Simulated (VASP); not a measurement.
# Sc (P6_3/mmc) in VASP: single point with PBE

Aim: the single point of Sc with PBE.

Everything below comes from runs of VASP 6.6.1. Logs are shortened: lines on timing, memory, paths and dates and some standing lists are left out, and cuts for length are marked.

### 1 The cell of the first run

The structure is hexagonal, space group P6_3/mmc (No. 194). Conventional cell: a = 3.301 Å, b = 3.301 Å, c = 5.244 Å, α = 90.00°, β = 90.00°, γ = 120.00°. Within 4.3 Å of Sc (site symmetry -6m2) lie 12 Sc at 3.24 to 3.30 Å.

### 2 Single point, PBE

The input, INCAR:

```
SYSTEM = Sc
ALGO = Normal
EDIFF = 1E-6
ENCUT = 520
GGA = PE
ISIF = 2
ISMEAR = -1
LASPH = .TRUE.
LCHARG = .FALSE.
LREAL = .FALSE.
LWAVE = .FALSE.
NBANDS = 18
NELM = 60
PREC = Accurate
SIGMA = 0.1
```

The input, KPOINTS:

```
k-points
0
G
  12 12 7
  0 0 0
```

The input, POSCAR:

```
Sc
1.0
    1.6506010000      2.8589190000      0.0000000000
   -1.6506010000      2.8589190000      0.0000000000
    0.0000000000      0.0000000000      5.2438760000
Sc
2
Direct
    0.3333300000      0.3333400000      0.2500000000
    0.6666600000      0.6666700000      0.7500000000
```

Potentials or basis: VASP PAW PBE potentials, release 64 (Sc_sv).

Run with:

```sh
$ cat potpaw_PBE.64/Sc_sv/POTCAR > POTCAR
$ mpirun -np 1 vasp_std > vasp.out
```

OUTCAR:

```text
SYSTEM = Sc
   EDIFF = 1E-6
   ENCUT = 520
   GGA = PE
   ISIF = 2
   ISMEAR = -1
   LASPH = .TRUE.
   LREAL = .FALSE.
   NELM = 60
   PREC = Accurate

 ion  position               nearest neighbor table
   1  0.333  0.333  0.250-   2 3.24   2 3.24   2 3.24   2 3.24   2 3.24   2 3.24
   2  0.667  0.667  0.750-   1 3.24   1 3.24   1 3.24   1 3.24   1 3.24   1 3.24

  LATTYP: Found a hexagonal cell.
 ALAT       =     3.3011969814
 C/A-ratio  =     1.5884771583

  Lattice vectors:

 A1 = (   1.6506010000,  -2.8589190000,   0.0000000000)
 A2 = (   1.6506010000,   2.8589190000,   0.0000000000)
 A3 = (   0.0000000000,   0.0000000000,   5.2438760000)

Analysis of symmetry for initial positions (statically):
=====================================================================
 Subroutine PRICEL returns:
 Original cell was already a primitive cell.

 Routine SETGRP: Setting up the symmetry group for a
 hexagonal supercell.

 Subroutine GETGRP returns: Found  8 space group operations
 (whereof  2 operations were pure point group operations)
 out of a pool of 24 trial point group operations.

The static configuration has the point symmetry C_2 .
 The point group associated with its full space group is D_2h.

Analysis of symmetry for dynamics (positions and initial velocities):
=====================================================================
 Subroutine PRICEL returns:
 Original cell was already a primitive cell.

 Routine SETGRP: Setting up the symmetry group for a
 hexagonal supercell.

 Subroutine GETGRP returns: Found  8 space group operations
 (whereof  2 operations were pure point group operations)
 out of a pool of 24 trial point group operations.

The dynamic configuration has the point symmetry C_2 .
 The point group associated with its full space group is D_2h.

 Subroutine INISYM returns: Found  8 space group operations
 (whereof  2 operations are pure point group operations),
 and found     1 'primitive' translations

----------------------------------------------------------------------------------------

                                     Primitive cell

  volume of cell :      49.4910

  direct lattice vectors                    reciprocal lattice vectors
     1.650601000  2.858919000  0.000000000     0.302919967  0.174891279  0.000000000
    -1.650601000  2.858919000  0.000000000    -0.302919967  0.174891279  0.000000000
     0.000000000  0.000000000  5.243876000     0.000000000  0.000000000  0.190698636

  length of vectors
     3.301196981  3.301196981  5.243876000     0.349782026  0.349782026  0.190698636

  position of ions in fractional coordinates (direct lattice)
     0.333330000  0.333340000  0.250000000
     0.666660000  0.666670000  0.750000000

  ion indices of the primitive-cell ions
   primitive index   ion index
                 1           1
                 2           2

----------------------------------------------------------------------------------------

 KPOINTS: k-points

Automatic generation of k-mesh.
 Grid dimensions read from file:
 generate k-points for:   12   12    7

 Generating k-lattice:

  Cartesian coordinates                     Fractional coordinates (reciprocal lattice)
     0.025243331  0.014574273  0.000000000     0.083333333  0.000000000  0.000000000
    -0.025243331  0.014574273  0.000000000     0.000000000  0.083333333  0.000000000
     0.000000000  0.000000000  0.027242662     0.000000000  0.000000000  0.142857143

  Length of vectors
     0.029148502  0.029148502  0.027242662

  Shift w.r.t. Gamma in fractional coordinates (k-lattice)
     0.000000000  0.000000000  0.000000000

 Subroutine IBZKPT returns following result:
 ===========================================

 Found    172 irreducible k-points:

 Following reciprocal coordinates:
            Coordinates               Weight
  0.000000  0.000000  0.000000      1.000000
  0.083333  0.000000  0.000000      4.000000
  0.083333  0.083333  0.000000      2.000000
  0.166667  0.000000  0.000000      4.000000
  0.166667  0.166667  0.000000      2.000000
  0.250000  0.000000  0.000000      4.000000
[... 16 lines left out ...]
  0.333333  0.416667  0.000000      4.000000
 -0.083333  0.333333  0.000000      4.000000
 [... further k-points ...]
   k-points           NKPTS =    172   k-points in BZ     NKDIM =    172   number of bands    NBANDS=     18
   number of dos      NEDOS =    301   number of ions     NIONS =      2
   total plane-waves  NPLWV =  31360
   dimension x,y,z NGX =    28 NGY =   28 NGZ =   40
   dimension x,y,z NGXF=    56 NGYF=   56 NGZF=   80
   ions per type =               2
   NGX,Y,Z   is equivalent  to a cutoff of  14.10, 14.10, 12.68 a.u.
   NGXF,Y,Z  is equivalent  to a cutoff of  28.20, 28.20, 25.36 a.u.
 SYSTEM =  Sc
   PREC   = accura    normal or accurate (medium, high low for compatibility)
   ISTART =      0    job   : 0-new  1-cont  2-samecut
   ICHARG =      2    charge: 1-file 2-atom 10-const
   ISPIN  =      1    spin polarized calculation?
   LNONCOLLINEAR =      F non collinear calculations
   LSORBIT =      F    spin-orbit coupling
   LASPH  =      T    aspherical Exc in radial PAW
   ENCUT  =  520.0 eV  38.22 Ry    6.18 a.u.   6.14  6.14  9.75*2*pi/ulx,y,z
   NELM   =     60;   NELMIN=  2; NELMDL= -5     # of ELM steps
   EDIFF  = 0.1E-05   stopping-criterion for ELM
   LREAL  =      F    real-space projection
   EDIFFG = 0.1E-04   stopping-criterion for IOM
   NSW    =      0    number of steps for IOM
   IBRION =     -1    ionic relax: 0-MD 1-quasi-New 2-CG
   NFREE  =      0    steps in history (QN), initial steepest desc. (CG)
   ISIF   =      2    stress and relaxation
   ISYM   =      2    0-nonsym 1-usesym 2-fastsym
   POTIM  = 0.5000    time-step for ionic-motion
   TEBEG  =    0.0;   TEEND  =   0.0 temperature during run
   PSTRESS=    0.0 pullay stress
   NELECT =      22.0000    total number of electrons
   NUPDOWN=      -1.0000    fix difference up-down
   EMIN   =  10.00;   EMAX   =-10.00  energy-range for DOS
   EFERMI =   0.00;   METHOD = LEGACY
   ISMEAR =    -1;   SIGMA  =   0.10  broadening in eV -4-tet -1-fermi 0-gaus
   EFERMI_NEDOS =   21; number of points for ismear=-14 and -15
   IALGO  =     38    algorithm
   IMIX   =      4    mixing-type and parameters
     AMIX     =   0.40;   BMIX     =  1.00
     AMIX_MAG =   1.60;   BMIX_MAG =  1.00
  volume/ion in A,a.u.               =      24.75       166.99
  Fermi-wavevector in a.u.,A,eV,Ry     =   1.249416  2.361053 21.239231  1.561039
  Thomas-Fermi vector in A             =   2.383457
   LORBIT       =      0    0 simple, 1 ext, 2 COOP (PROOUT), +10 PAW based schemes
   GGA     = PE    functional components
   LHFCALC =     F    Hartree Fock is set to
   AEXX    =    0.0000 exact exchange contribution
   IVDW    =     0    specifies the selected vdW correction
   LEPSILON=     F    determine dielectric tensor
   LRPA    =     F    only Hartree local field effects (RPA)
 non-spin polarized calculation
  energy-cutoff  :      520.00
  volume of cell :       49.49
 maximum number of plane-waves:      1347
 NGX is ok and might be reduce to    28
   NGX = 13   NGY = 13   NGZ = 19

 number of electron      21.9999997 magnetization

 Free energy of the ion-electron system (eV)
  ---------------------------------------------------
  ext. energy  EPLUGINS =         0.00000000
  ---------------------------------------------------
  free energy    TOTEN  =       -12.56208625 eV

  energy without entropy =      -12.43481698  energy(sigma->0) =      -12.49845161

 E-fermi :   3.6621     XC(G=0):  -9.8616

 val. band max:        3.6575699870   @ k =   0.5000   0.5000   0.4286
 cond. band min:       3.6680111962   @ k =   0.4167   0.0000   0.2857
 fundamental gap:      0.0104412092
 Fermi energy:         3.6621358702

 k-point     1 :       0.0000    0.0000    0.0000
  band No.  band energies     occupation
      1     -45.7667      2.00000
      2     -45.7020      2.00000
      3     -24.5861      2.00000
      4     -24.2462      2.00000
      5     -24.2462      2.00000
      6     -24.1869      2.00000
[... 10 lines left out ...]
     17       6.0349      0.00000
     18       6.0349      0.00000

 k-point     2 :       0.0833    0.0000    0.0000
  band No.  band energies     occupation
      1     -45.7634      2.00000
      2     -45.7007      2.00000
      3     -24.5773      2.00000
      4     -24.2642      2.00000
      5     -24.2523      2.00000
      6     -24.2058      2.00000
[... 10 lines left out ...]
     17       5.9103      0.00000
     18       5.9431      0.00000

 k-point     3 :       0.0833    0.0833    0.0000
  band No.  band energies     occupation
      1     -45.7634      2.00000
      2     -45.7007      2.00000
      3     -24.5773      2.00000
      4     -24.2642      2.00000
      5     -24.2523      2.00000
      6     -24.2058      2.00000
[... 10 lines left out ...]
     17       5.9102      0.00000
     18       5.9431      0.00000

 k-point     4 :       0.1667    0.0000    0.0000
  band No.  band energies     occupation
      1     -45.7543      2.00000
      2     -45.6973      2.00000
      3     -24.5520      2.00000
      4     -24.3138      2.00000
      5     -24.2683      2.00000
      6     -24.2564      2.00000
[... 375 lines left out ...]
      4     -24.4428      2.00000
      5     -24.4155      2.00000
      6     -24.3244      2.00000
[... 10 lines left out ...]
     17       7.1128      0.00000
     18       7.4420      0.00000

 k-point    23 :       0.3333    0.4167    0.0000
  band No.  band energies     occupation
      1     -45.7195      2.00000
      2     -45.6893      2.00000
      3     -24.4761      2.00000
      4     -24.4428      2.00000
      5     -24.4155      2.00000
      6     -24.3244      2.00000
[... 10 lines left out ...]
     17       7.1125      0.00000
     18       7.4633      0.00000

 k-point    24 :      -0.0833    0.3333    0.0000
  band No.  band energies     occupation
      1     -45.7195      2.00000
      2     -45.6893      2.00000
      3     -24.4761      2.00000
      4     -24.4428      2.00000
      5     -24.4155      2.00000
      6     -24.3244      2.00000
[... 10 lines left out ...]
     17       7.1150      0.00000
     18       7.4813      0.00000

 [... further k-points ...]
[... 5 lines left out ...]
  --------------------------------------------------------------------------------------
  -------------------------------------------------------------------------------------
  Total        0.1227247      0.1228357     -0.2387446      0.0000000     -0.0000000      0.0000000
  in kB        3.9729788      3.9765722     -7.7289028      0.0000000     -0.0000000      0.0000000
  external PRESSURE =       0.0735494 kB  Pullay stress =       0.0000000 kB

 VOLUME and BASIS-vectors are now :
 -----------------------------------------------------------------------------
  energy-cutoff  :      520.00
  volume of cell :       49.49
      direct lattice vectors                 reciprocal lattice vectors
     1.650601000  2.858919000  0.000000000     0.302919967  0.174891279  0.000000000
    -1.650601000  2.858919000  0.000000000    -0.302919967  0.174891279  0.000000000
     0.000000000  0.000000000  5.243876000     0.000000000  0.000000000  0.190698636

 POSITION                                       TOTAL-FORCE (eV/Angst)
 -----------------------------------------------------------------------------------
     -0.00002      1.90596      1.31097         0.000000     -0.000045      0.000000
     -0.00002      3.81188      3.93291         0.000000      0.000045      0.000000
 -----------------------------------------------------------------------------------
    total drift:                                0.000000      0.000000     -0.000000

  FREE ENERGIE OF THE ION-ELECTRON SYSTEM (eV)
  ---------------------------------------------------
  free  energy   TOTEN  =       -12.5620862458 eV

  energy  without entropy=      -12.4348169812  energy(sigma->0) =      -12.49845161
```

It took 4.9 min on 1 thread of Oxide Virtual Turin-like, shared host; peak memory 0.24 GiB.

Results:

```yaml
Free_energy: -12.5621 eV
Pressure: 0.0 GPa
Band_gap_on_the_k_mesh: zero (bands 11 and 12 overlap by 1.20 eV)
```

Stress tensor (GPa, compression positive):
```
 0.40  0.00  0.00
 0.00  0.40  0.00
 0.00  0.00 -0.77
```
